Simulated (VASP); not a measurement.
# CuRuF3 (Pm-3m) in VASP: a series of runs

Aim: see how the results for CuRuF3 move with the level of theory and the settings. Levels: r2SCAN, r2SCAN+U. Tasks: single point.

Program: VASP 6.6.1. These are calculated values, not measurements. Logs are shortened: lines on timing, memory, paths and dates and some standing lists are left out, and cuts for length are marked.

## 1. The cell of the first run

Symmetry: Pm-3m, No. 221, cubic system. Conventional cell: a = 3.534 Å, b = 3.534 Å, c = 3.534 Å, α = 90.00°, β = 90.00°, γ = 90.00°. Within 3.3 Å of Cu (site symmetry m-3m) lie 12 F at 2.50 Å and 8 Ru at 3.06 Å. Within 2.3 Å of Ru (site symmetry m-3m) lie 6 F at 1.77 Å. Within 2.3 Å of F (site symmetry 4/mmm) lie 2 Ru at 1.77 Å.

## 2. Single point, r2SCAN

POSCAR

```
CuRuF3
1.0
    3.5343946800      0.0000000000      0.0000000000
    0.0000000000      3.5343946800      0.0000000000
    0.0000000000      0.0000000000      3.5343946800
Cu Ru F
1 1 3
Direct
    0.5000000000      0.5000000000      0.5000000000
    0.0000000000      0.0000000000      0.0000000000
    0.5000000000      0.0000000000      0.0000000000
    0.0000000000      0.5000000000      0.0000000000
    0.0000000000      0.0000000000      0.5000000000
```

INCAR.step1

```
  PREC = Accurate
  ENCUT = 520
  ISMEAR = 0
  SIGMA = 0.015
  LREAL = False
  LASPH = True
  NELM = 100
  NBANDS = 31
  GGA = PE
  ALGO = Normal
  EDIFF = 1E-4
  LWAVE = True
  LCHARG = False
```

INCAR.step2

```
  PREC = Accurate
  ENCUT = 520
  EDIFF = 1E-6
  ISMEAR = 0
  SIGMA = 0.015
  LREAL = False
  LASPH = True
  NELM = 100
  ALGO = Normal
  ISIF = 2
  LWAVE = False
  LCHARG = False
  METAGGA = R2SCAN
  LMIXTAU = True
  NBANDS = 31
  ISTART = 1
```

KPOINTS

```
regular mesh
0
Gamma
  5 5 5
```

Potentials or basis: VASP PAW PBE potentials, release 64 (Cu, Ru_pv, F).

Started as:

```sh
> cat potpaw_PBE.64/Cu/POTCAR potpaw_PBE.64/Ru_pv/POTCAR potpaw_PBE.64/F/POTCAR > POTCAR
> cp INCAR.step1 INCAR
> mpirun -np 1 vasp_std > vasp.out
> cp INCAR.step2 INCAR
> mpirun -np 1 vasp_std > vasp.out
```

OUTCAR:

```text
PREC = Accurate
   ENCUT = 520
   EDIFF = 1E-6
   ISMEAR = 0
   LREAL = False
   LASPH = True
   NELM = 100
   ISIF = 2
   METAGGA = R2SCAN
   ISTART = 1

 ion  position               nearest neighbor table
   1  0.500  0.500  0.500-   2 3.06   2 3.06   2 3.06   2 3.06   2 3.06   2 3.06   2 3.06   2 3.06

   2  0.000  0.000  0.000-   3 1.77   4 1.77   5 1.77   5 1.77   4 1.77   3 1.77   1 3.06   1 3.06
                             1 3.06   1 3.06   1 3.06   1 3.06   1 3.06   1 3.06
   3  0.500  0.000  0.000-   2 1.77   2 1.77
   4  0.000  0.500  0.000-   2 1.77   2 1.77
   5  0.000  0.000  0.500-   2 1.77   2 1.77

  LATTYP: Found a simple cubic cell.
 ALAT       =     3.5343946800

  Lattice vectors:

 A1 = (   3.5343946800,   0.0000000000,   0.0000000000)
 A2 = (   0.0000000000,   3.5343946800,   0.0000000000)
 A3 = (   0.0000000000,   0.0000000000,   3.5343946800)

Analysis of symmetry for initial positions (statically):
=====================================================================
 Subroutine PRICEL returns:
 Original cell was already a primitive cell.

 Routine SETGRP: Setting up the symmetry group for a
 simple cubic supercell.

 Subroutine GETGRP returns: Found 48 space group operations
 (whereof 48 operations were pure point group operations)
 out of a pool of 48 trial point group operations.

The static configuration has the point symmetry O_h .

Analysis of symmetry for dynamics (positions and initial velocities):
=====================================================================
 Subroutine PRICEL returns:
 Original cell was already a primitive cell.

 Routine SETGRP: Setting up the symmetry group for a
 simple cubic supercell.

 Subroutine GETGRP returns: Found 48 space group operations
 (whereof 48 operations were pure point group operations)
 out of a pool of 48 trial point group operations.

The dynamic configuration has the point symmetry O_h .

 Subroutine INISYM returns: Found 48 space group operations
 (whereof 48 operations are pure point group operations),
 and found     1 'primitive' translations

----------------------------------------------------------------------------------------

                                     Primitive cell

  volume of cell :      44.1515

[... 78 lines left out ...]
   NELM   =    100;   NELMIN=  2; NELMDL=  0     # of ELM steps
   EDIFF  = 0.1E-05   stopping-criterion for ELM
   LREAL  =      F    real-space projection
   EDIFFG = 0.1E-04   stopping-criterion for IOM
   NSW    =      0    number of steps for IOM
   IBRION =     -1    ionic relax: 0-MD 1-quasi-New 2-CG
   NFREE  =      0    steps in history (QN), initial steepest desc. (CG)
   ISIF   =      2    stress and relaxation
   ISYM   =      2    0-nonsym 1-usesym 2-fastsym
   POTIM  = 0.5000    time-step for ionic-motion
   TEBEG  =    0.0;   TEEND  =   0.0 temperature during run
   PSTRESS=    0.0 pullay stress
   NELECT =      46.0000    total number of electrons
   NUPDOWN=      -1.0000    fix difference up-down
   EMIN   =  10.00;   EMAX   =-10.00  energy-range for DOS
   EFERMI =   0.00;   METHOD = LEGACY
   ISMEAR =     0;   SIGMA  =   0.01  broadening in eV -4-tet -1-fermi 0-gaus
   EFERMI_NEDOS =   21; number of points for ismear=-14 and -15
   IALGO  =     38    algorithm
   IMIX   =      4    mixing-type and parameters
     AMIX     =   0.40;   BMIX     =  1.00
     AMIX_MAG =   1.60;   BMIX_MAG =  1.00
  volume/ion in A,a.u.               =       8.83        59.59
  Fermi-wavevector in a.u.,A,eV,Ry     =   1.659634  3.136254 37.475696  2.754386
  Thomas-Fermi vector in A             =   2.747009
   LORBIT       =      0    0 simple, 1 ext, 2 COOP (PROOUT), +10 PAW based schemes
   METAGGA = R2SCAN    functional components
   LHFCALC =     F    Hartree Fock is set to
   AEXX    =    0.0000 exact exchange contribution
   IVDW    =     0    specifies the selected vdW correction
   LEPSILON=     F    determine dielectric tensor
   LRPA    =     F    only Hartree local field effects (RPA)
 non-spin polarized calculation
 Gauss-broadening in eV      SIGMA  =   0.01
  energy-cutoff  :      520.00
  volume of cell :       44.15
 maximum number of plane-waves:      1213
 NGX is ok and might be reduce to    28
   NGX = 13   NGY = 13   NGZ = 13

 number of electron      46.0000036 magnetization

 Free energy of the ion-electron system (eV)
  ---------------------------------------------------
  ext. energy  EPLUGINS =         0.00000000
  ---------------------------------------------------
  free energy    TOTEN  =       -43.63735742 eV

  energy without entropy =      -43.63474994  energy(sigma->0) =      -43.63605368

 E-fermi :  10.5206     XC(G=0): -13.5046

 val. band max:       10.5185398007   @ k =   0.4000   0.4000   0.2000
 cond. band min:      10.5346100841   @ k =   0.4000   0.4000   0.4000
 fundamental gap:      0.0160702834
 Fermi energy:        10.5206107766

 k-point     1 :       0.0000    0.0000    0.0000
  band No.  band energies     occupation
      1     -35.1774      2.00000
      2     -35.1774      2.00000
      3     -35.1773      2.00000
      4     -20.4321      2.00000
      5     -19.8843      2.00000
      6     -19.8843      2.00000
[... 329 lines left out ...]
     30      19.2521      0.00000
     31      22.2810      0.00000

------------------------ aborting loop because EDIFF is reached ----------------------------------------

  FORCE on cell =-STRESS in cart. coord.  units (eV):
  Direction    XX          YY          ZZ          XY          YZ          ZX
  --------------------------------------------------------------------------------------
  -------------------------------------------------------------------------------------
  Total       34.7398628     34.7398628     34.7398628     -0.0000000     -0.0000000      0.0000000
  in kB     1260.6471504   1260.6471504   1260.6471504     -0.0000000     -0.0000000      0.0000000
  external PRESSURE =    1260.6471504 kB  Pullay stress =       0.0000000 kB

 VOLUME and BASIS-vectors are now :
 -----------------------------------------------------------------------------
  energy-cutoff  :      520.00
  volume of cell :       44.15
      direct lattice vectors                 reciprocal lattice vectors
     3.534394680  0.000000000  0.000000000     0.282933880  0.000000000  0.000000000
     0.000000000  3.534394680  0.000000000     0.000000000  0.282933880  0.000000000
     0.000000000  0.000000000  3.534394680     0.000000000  0.000000000  0.282933880

 POSITION                                       TOTAL-FORCE (eV/Angst)
 -----------------------------------------------------------------------------------
      1.76720      1.76720      1.76720         0.000000      0.000000      0.000000
      0.00000      0.00000      0.00000         0.000000      0.000000      0.000000
      1.76720      0.00000      0.00000         0.000000      0.000000      0.000000
      0.00000      1.76720      0.00000         0.000000      0.000000      0.000000
      0.00000      0.00000      1.76720         0.000000      0.000000      0.000000
 -----------------------------------------------------------------------------------
    total drift:                                0.000000      0.000000     -0.000000

  FREE ENERGIE OF THE ION-ELECTRON SYSTEM (eV)
  ---------------------------------------------------
  free  energy   TOTEN  =       -43.6373574226 eV

  energy  without entropy=      -43.6347499415  energy(sigma->0) =      -43.63605368
```

OUTCAR.step1:

```text
PREC = Accurate
   ENCUT = 520
   ISMEAR = 0
   LREAL = False
   LASPH = True
[... 557 lines left out ...]
      0.00000      0.00000      0.00000         0.000000      0.000000      0.000000
      1.76720      0.00000      0.00000         0.000000      0.000000      0.000000
      0.00000      1.76720      0.00000         0.000000      0.000000      0.000000
      0.00000      0.00000      1.76720         0.000000      0.000000      0.000000
 -----------------------------------------------------------------------------------
    total drift:                                0.000000      0.000000     -0.000000

  FREE ENERGIE OF THE ION-ELECTRON SYSTEM (eV)
  ---------------------------------------------------
  free  energy   TOTEN  =       -14.8647323886 eV

  energy  without entropy=      -14.8622040781  energy(sigma->0) =      -14.86346823
```

Wall time 45 s (1 thread of Intel Xeon Platinum 8375C at 2.90GHz (Ice Lake), shared host); peak memory 0.17 GiB.

Results:

```yaml
Free_energy: -43.6374 eV
Pressure: 126.1 GPa
Band_gap_on_the_k_mesh: zero (band 23 reaches 10.53 eV, above the bottom of band 24 at 8.02 eV)
```

Caveat: the PAW data sets were made with another functional, which shifts forces and pressure a little; semilocal functionals often make such compounds metallic where correlation or magnetic order opens a gap, which also shifts bond lengths. With open d or f shells a metallic result of r2SCAN can be an artefact of self-interaction; +U or a hybrid may open a gap.

## 3. Single point, r2SCAN+U

POSCAR is that of step 2.

INCAR.step1

```
SYSTEM = CuRuF3
PREC = Accurate
ENCUT = 520
ISMEAR = 0
SIGMA = 0.015
LREAL = .False.
LASPH = .True.
NELM = 150
LMAXMIX = 4
LDAU = .True.
LDAUTYPE = 2
LDAUL = 2 -1 -1
LDAUU = 1 0 0
LDAUJ = 0 0 0
NBANDS = 31
GGA = PE
ALGO = Normal
EDIFF = 1E-4
LWAVE = .True.
LCHARG = .False.
```

INCAR.step2

```
SYSTEM = CuRuF3
PREC = Accurate
ENCUT = 520
EDIFF = 1E-7
ISMEAR = 0
SIGMA = 0.015
LREAL = .False.
LASPH = .True.
NELM = 150
ALGO = Normal
ISIF = 2
LWAVE = .False.
LCHARG = .True.
LMAXMIX = 4
LDAU = .True.
LDAUTYPE = 2
LDAUL = 2 -1 -1
LDAUU = 1 0 0
LDAUJ = 0 0 0
LDAUPRINT = 1
METAGGA = R2SCAN
LMIXTAU = .True.
LELF = .True.
LVHAR = .True.
NBANDS = 31
ISTART = 1
```

KPOINTS

```
regular mesh
0
Gamma
  5 5 5
  0 0 0
```

Potentials or basis: VASP PAW PBE potentials, release 64 (Cu, Ru_pv, F).

Started as:

```sh
> cat potpaw_PBE.64/Cu/POTCAR potpaw_PBE.64/Ru_pv/POTCAR potpaw_PBE.64/F/POTCAR > POTCAR
> cp INCAR.step1 INCAR
> mpirun -np 1 vasp_std > vasp.out
> cp INCAR.step2 INCAR
> mpirun -np 1 vasp_std > vasp.out
```

Run time: 46 s. Hardware: 1 thread of Intel Xeon Platinum 8375C at 2.90GHz (Ice Lake), shared host; peak memory 0.17 GiB.

Results (log left out):

* Free energy: -43.4290 eV
* Pressure: 125.8 GPa
* Band gap on the k mesh: zero (band 23 reaches 10.52 eV, above the bottom of band 24 at 7.88 eV)

Levels at points of the mesh, in eV from the Fermi level:
```tsv
k point	band 19	band 20	band 21	band 22	band 23	band 24	band 25	band 26	band 27	band 28
(0.00, 0.00, 0.00)	-3.64	-3.64	-2.69	-2.69	-2.69	-2.62	1.00	1.00	8.73	9.57
```

Eigenvalues of the final occupation matrices:
| site | spin | trace | eigenvalues |
| --- | --- | --- | --- |
| site 1 d | 1 | 4.79 | 0.95 0.95 0.96 0.96 0.96 |
| site 1 d | 2 | 4.79 | 0.95 0.95 0.96 0.96 0.96 |

Caveat: the PAW data sets were made with another functional, which shifts forces and pressure a little; U without spin polarisation on a metal has little footing.
